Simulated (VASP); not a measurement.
# BN (P1) in VASP: a series of runs

BN is run at these levels: r2SCAN; tasks: single point.

All numbers are computed with VASP 6.6.1; they aren't measurements. Logs are shortened: lines on timing, memory, paths and dates and some standing lists are left out, and cuts for length are marked.

## 1. The cell of the first run

The typed cell holds 2 atoms: a = 4.112 Å, b = 2.502 Å, c = 3.713 Å, α = 80.29°, β = 36.85°, γ = 62.86°.

## 2. Single point, r2SCAN (atom 2 (N) moved by (-0.600, +0.000) A along [1 1 0] and z)

Input file POSCAR:

```
BN
1.0
    0.0000000000      3.4953158300      2.1660912400
    1.2516321000      0.0000000000      2.1660912400
    1.2516321000      3.4953158300      0.0000000000
B N
1 1
Direct
    0.0000486500      0.0000486500      0.9999513500
    0.7754452985      0.5578573815      0.1031739481
```

Input file INCAR.step1:

```
  ALGO = Normal
  EDIFF = 1E-4
  ENCUT = 520
  GGA = PE
  ISMEAR = 0
  LASPH = T
  LCHARG = F
  LREAL = F
  LWAVE = T
  NBANDS = 11
  NELM = 80
  PREC = Accurate
  SIGMA = 0.05
```

Input file INCAR.step2:

```
  ALGO = Normal
  EDIFF = 1E-6
  ENCUT = 520
  ISIF = 2
  ISMEAR = 0
  ISTART = 1
  LASPH = T
  LCHARG = F
  LMIXTAU = T
  LREAL = F
  LWAVE = F
  METAGGA = R2SCAN
  NBANDS = 11
  NELM = 80
  PREC = Accurate
  SIGMA = 0.05
```

Input file KPOINTS:

```
k-points
0
Gamma
  12 12 12
```

Potentials or basis: VASP PAW PBE potentials, release 64 (B, N).

Launch:

```bash
> cat potpaw_PBE.64/B/POTCAR potpaw_PBE.64/N/POTCAR > POTCAR
> cp INCAR.step1 INCAR
> mpirun -np 1 vasp_std > vasp.out
> cp INCAR.step2 INCAR
> mpirun -np 1 vasp_std > vasp.out
```

OUTCAR:

```text
EDIFF = 1E-6
   ENCUT = 520
   ISIF = 2
   ISMEAR = 0
   ISTART = 1
   LASPH = T
   LREAL = F
   METAGGA = R2SCAN
   NELM = 80
   PREC = Accurate

 ion  position               nearest neighbor table
   1  0.000  0.000  1.000-   2 1.18   2 1.56   2 1.87
   2  0.775  0.558  0.103-   1 1.18   1 1.56   1 1.87

  LATTYP: Found a face centered orthorhombic cell.
 ALAT       =     2.5032642000
 B/A-ratio  =     1.7306133647
 C/A-ratio  =     2.7926064137

  Lattice vectors:

 A1 = (   0.0000000000,   3.4953158300,   2.1660912400)
 A2 = (  -1.2516321000,   3.4953158300,   0.0000000000)
 A3 = (  -1.2516321000,   0.0000000000,   2.1660912400)

Analysis of symmetry for initial positions (statically):
=====================================================================
 Subroutine PRICEL returns:
 Original cell was already a primitive cell.

 Routine SETGRP: Setting up the symmetry group for a
 face centered orthorhombic supercell.

 Subroutine GETGRP returns: Found  1 space group operations
 (whereof  1 operations were pure point group operations)
 out of a pool of  8 trial point group operations.

The static configuration has the point symmetry C_1 .

Analysis of symmetry for dynamics (positions and initial velocities):
=====================================================================
 Subroutine PRICEL returns:
 Original cell was already a primitive cell.

 Routine SETGRP: Setting up the symmetry group for a
 face centered orthorhombic supercell.

 Subroutine GETGRP returns: Found  1 space group operations
 (whereof  1 operations were pure point group operations)
 out of a pool of  8 trial point group operations.

The dynamic configuration has the point symmetry C_1 .

 Subroutine INISYM returns: Found  1 space group operations
 (whereof  1 operations are pure point group operations),
 and found     1 'primitive' translations

----------------------------------------------------------------------------------------

                                     Primitive cell

  volume of cell :      18.9526

[... 83 lines left out ...]
   LNONCOLLINEAR =      F non collinear calculations
   LSORBIT =      F    spin-orbit coupling
   LASPH  =      T    aspherical Exc in radial PAW
   ENCUT  =  520.0 eV  38.22 Ry    6.18 a.u.   7.65  4.65  6.90*2*pi/ulx,y,z
   NELM   =     80;   NELMIN=  2; NELMDL=  0     # of ELM steps
   EDIFF  = 0.1E-05   stopping-criterion for ELM
   LREAL  =      F    real-space projection
   EDIFFG = 0.1E-04   stopping-criterion for IOM
   NSW    =      0    number of steps for IOM
   IBRION =     -1    ionic relax: 0-MD 1-quasi-New 2-CG
   NFREE  =      0    steps in history (QN), initial steepest desc. (CG)
   ISIF   =      2    stress and relaxation
   ISYM   =      2    0-nonsym 1-usesym 2-fastsym
   POTIM  = 0.5000    time-step for ionic-motion
   TEBEG  =    0.0;   TEEND  =   0.0 temperature during run
   PSTRESS=    0.0 pullay stress
   NELECT =       8.0000    total number of electrons
   NUPDOWN=      -1.0000    fix difference up-down
   EMIN   =  10.00;   EMAX   =-10.00  energy-range for DOS
   EFERMI =   0.00;   METHOD = LEGACY
   ISMEAR =     0;   SIGMA  =   0.05  broadening in eV -4-tet -1-fermi 0-gaus
   EFERMI_NEDOS =   21; number of points for ismear=-14 and -15
   IALGO  =     38    algorithm
   IMIX   =      4    mixing-type and parameters
     AMIX     =   0.40;   BMIX     =  1.00
     AMIX_MAG =   1.60;   BMIX_MAG =  1.00
  volume/ion in A,a.u.               =       9.48        63.95
  Fermi-wavevector in a.u.,A,eV,Ry     =   1.228047  2.320672 20.518928  1.508099
  Thomas-Fermi vector in A             =   2.362987
   LORBIT       =      0    0 simple, 1 ext, 2 COOP (PROOUT), +10 PAW based schemes
   METAGGA = R2SCAN    functional components
   LHFCALC =     F    Hartree Fock is set to
   AEXX    =    0.0000 exact exchange contribution
   IVDW    =     0    specifies the selected vdW correction
   LEPSILON=     F    determine dielectric tensor
   LRPA    =     F    only Hartree local field effects (RPA)
 non-spin polarized calculation
 Gauss-broadening in eV      SIGMA  =   0.05
  energy-cutoff  :      520.00
  volume of cell :       18.95
 maximum number of plane-waves:       529
   NGX = 15   NGY =  9   NGZ = 13

 number of electron       8.0000000 magnetization

 Free energy of the ion-electron system (eV)
  ---------------------------------------------------
  ext. energy  EPLUGINS =         0.00000000
  ---------------------------------------------------
  free energy    TOTEN  =       -15.39172065 eV

  energy without entropy =      -15.39172065  energy(sigma->0) =      -15.39172065

 E-fermi :   4.1706     XC(G=0): -10.5279

 val. band max:        3.9528478908   @ k =   0.3333   0.0000   0.3333
 cond. band min:       4.6303080450   @ k =   0.5000   0.5000   0.5000
 fundamental gap:      0.6774601542
 Fermi energy:         4.1705965548

 k-point     1 :       0.0000    0.0000    0.0000
  band No.  band energies     occupation
      1     -16.9368      2.00000
      2      -2.7433      2.00000
      3      -2.0969      2.00000
      4       3.9133      2.00000
      5       4.7669      0.00000
      6      11.7931      0.00000
      7      14.1302      0.00000
      8      17.9485      0.00000
      9      21.9456      0.00000
     10      26.6091      0.00000
     11      28.4262      0.00000
[... 309 lines left out ...]
 k-point    24 :       0.0000    0.5000    0.0000
  band No.  band energies     occupation
      1     -14.2666      2.00000
      2      -7.1824      2.00000
      3      -0.0527      2.00000
      4       0.4639      2.00000
      5       5.2223      0.00000
      6      11.2930      0.00000
      7      14.3560      0.00000
      8      19.4207      0.00000
      9      20.7736      0.00000
     10      22.3867      0.00000
     11      24.3963      0.00000

 [... further k-points ...]
[... 5 lines left out ...]
  --------------------------------------------------------------------------------------
  -------------------------------------------------------------------------------------
  Total        8.9657233     -0.6997496      5.6989007     -5.5994100     -4.2753405      4.4333908
  in kB      757.9246885    -59.1538973    481.7611946   -473.3506684   -361.4193736    374.7802835
  external PRESSURE =     393.5106619 kB  Pullay stress =       0.0000000 kB

 VOLUME and BASIS-vectors are now :
 -----------------------------------------------------------------------------
  energy-cutoff  :      520.00
  volume of cell :       18.95
      direct lattice vectors                 reciprocal lattice vectors
     0.000000000  3.495315830  2.166091240    -0.399478409  0.143048590  0.230830535
     1.251632100  0.000000000  2.166091240     0.399478409 -0.143048590  0.230830535
     1.251632100  3.495315830  0.000000000     0.399478409  0.143048590 -0.230830535

 POSITION                                       TOTAL-FORCE (eV/Angst)
 -----------------------------------------------------------------------------------
      1.25163      3.49532      0.00021       -13.250039     -0.494449     -9.955423
      0.82737      3.07105      2.88806        13.250039      0.494449      9.955423
 -----------------------------------------------------------------------------------
    total drift:                                0.000327     -0.000174     -0.000014

  FREE ENERGIE OF THE ION-ELECTRON SYSTEM (eV)
  ---------------------------------------------------
  free  energy   TOTEN  =       -15.3917206508 eV

  energy  without entropy=      -15.3917206508  energy(sigma->0) =      -15.39172065
```

Run time: 18 min. Hardware: 1 thread of AMD EPYC 7R13, shared host; peak memory 0.26 GiB.

What came out:

```
Free energy            : -15.3917 eV
Pressure               : 39.4 GPa
Largest force          : 16.581 eV/Å
Band gap on the k mesh : 0.68 eV (least direct gap 0.85 eV)
```

Forces in eV/Å, atoms in the order of the input:
```
B   -13.250  -0.494  -9.955
N    13.250   0.494   9.955
```

Levels at points of the mesh, in eV from the valence-band top:
| k point | band 1 | band 2 | band 3 | band 4 | band 5 | band 6 | band 7 | band 8 | band 9 |
| --- | --- | --- | --- | --- | --- | --- | --- | --- | --- |
| (0.00, 0.00, 0.00) | -20.89 | -6.70 | -6.05 | -0.04 | 0.81 | 7.84 | 10.18 | 14.00 | 17.99 |
| (0.50, 0.00, 0.00) | -17.60 | -10.21 | -6.90 | -4.46 | 5.01 | 5.85 | 8.91 | 14.62 | 16.37 |
| (0.50, 0.50, 0.50) | -18.21 | -11.13 | -3.88 | -3.45 | 0.68 | 7.28 | 11.03 | 15.90 | 16.92 |
| (0.00, 0.50, 0.00) | -18.22 | -11.14 | -4.01 | -3.49 | 1.27 | 7.34 | 10.40 | 15.47 | 16.82 |
| (0.00, 0.00, 0.50) | -17.60 | -10.24 | -6.90 | -4.17 | 2.95 | 6.58 | 10.75 | 14.51 | 16.84 |
| (0.50, 0.50, 0.00) | -18.10 | -11.08 | -3.75 | -3.09 | 2.66 | 3.76 | 10.53 | 12.06 | 17.15 |
| (0.50, 0.00, 0.50) | -20.68 | -8.74 | -5.97 | 0.00 | 5.19 | 7.99 | 10.45 | 11.96 | 17.62 |
| (0.00, 0.50, 0.50) | -18.00 | -10.88 | -4.36 | -3.49 | 1.30 | 3.68 | 12.33 | 16.29 | 18.02 |

Caveat: the cell differs from its parent crystal (atom 2 (N) moved by (-0.600, +0.000) A along [1 1 0] and z); the cell stands under pressure; the PAW data sets were made with another functional, which shifts forces and pressure a little. A k mesh can miss the band edges.

## 3. Single point, r2SCAN (atom 2 (N) moved by (-0.600, +0.600) A along [1 1 0] and z)

Edit POSCAR of step 2 so:

```diff
@@ -9,2 +9,2 @@
     0.0000486500      0.0000486500      0.9999513500
-    0.7754452985      0.5578573815      0.1031739481
+    0.9139436196      0.6963557026     -0.0353243729
```

Input file INCAR.step1:

```
  PREC = Accurate
  ENCUT = 520
  ISMEAR = 0
  SIGMA = 0.05
  LREAL = F
  LASPH = T
  NELM = 100
  NBANDS = 11
  GGA = PE
  ALGO = Normal
  EDIFF = 1E-4
  LWAVE = T
  LCHARG = F
```

Input file INCAR.step2:

```
  PREC = Accurate
  ENCUT = 520
  EDIFF = 1E-6
  ISMEAR = 0
  SIGMA = 0.05
  LREAL = F
  LASPH = T
  NELM = 100
  ALGO = Normal
  ISIF = 2
  LWAVE = F
  LCHARG = F
  METAGGA = R2SCAN
  LMIXTAU = T
  NBANDS = 11
  ISTART = 1
```

Input file KPOINTS:

```
Automatic mesh
0
Gamma
  12 12 12
```

Potentials or basis: VASP PAW PBE potentials, release 64 (B, N).

Launch:

```bash
> cat potpaw_PBE.64/B/POTCAR potpaw_PBE.64/N/POTCAR > POTCAR
> cp INCAR.step1 INCAR
> mpirun -np 1 vasp_std > vasp.out
> cp INCAR.step2 INCAR
> mpirun -np 1 vasp_std > vasp.out
```

Run time: 22 min. Hardware: 1 thread of AMD EPYC 7R13, shared host; peak memory 0.26 GiB.

The run converged. Its results:

| Item | Value |
| --- | --- |
| Free energy | -11.4507 eV |
| Pressure | 108.9 GPa |
| Largest force | 38.268 eV/Å |
| Band gap on the k mesh | 1.64 eV (least direct gap 2.02 eV) |

Forces on the atoms (eV/Å):
```
B    16.891   9.273  33.063
N   -16.891  -9.273 -33.063
```

Stress tensor (GPa, compression positive):
```
 93.51  60.41  66.21
 60.41  29.35 118.53
 66.21 118.53 203.81
```

Levels at points of the mesh, in eV from the valence-band top:
```tsv
k point	band 2	band 3	band 4	band 5	band 6	band 7
(0.00, 0.00, 0.00)	-6.05	-5.67	0.00	2.02	10.04	12.49
(0.50, 0.00, 0.00)	-9.01	-6.17	-3.87	5.82	7.77	9.54
(0.50, 0.50, 0.50)	-9.54	-3.35	-1.64	2.98	4.87	11.19
(0.00, 0.50, 0.00)	-9.58	-2.95	-1.72	1.65	5.43	12.24
(0.00, 0.00, 0.50)	-9.02	-6.20	-3.84	5.56	7.74	10.46
(0.50, 0.50, 0.00)	-9.64	-2.68	-1.99	2.54	6.40	12.11
(0.50, 0.00, 0.50)	-7.79	-5.66	-0.03	5.94	11.05	12.34
(0.00, 0.50, 0.50)	-9.44	-3.50	-2.10	1.64	6.18	13.67
```

Caveat: the cell differs from its parent crystal (atom 2 (N) moved by (-0.600, +0.600) A along [1 1 0] and z); atoms lie so close that the PAW spheres overlap strongly, which falsifies energies and pressures; the cell stands under pressure; the PAW data sets were made with another functional, which shifts forces and pressure a little.
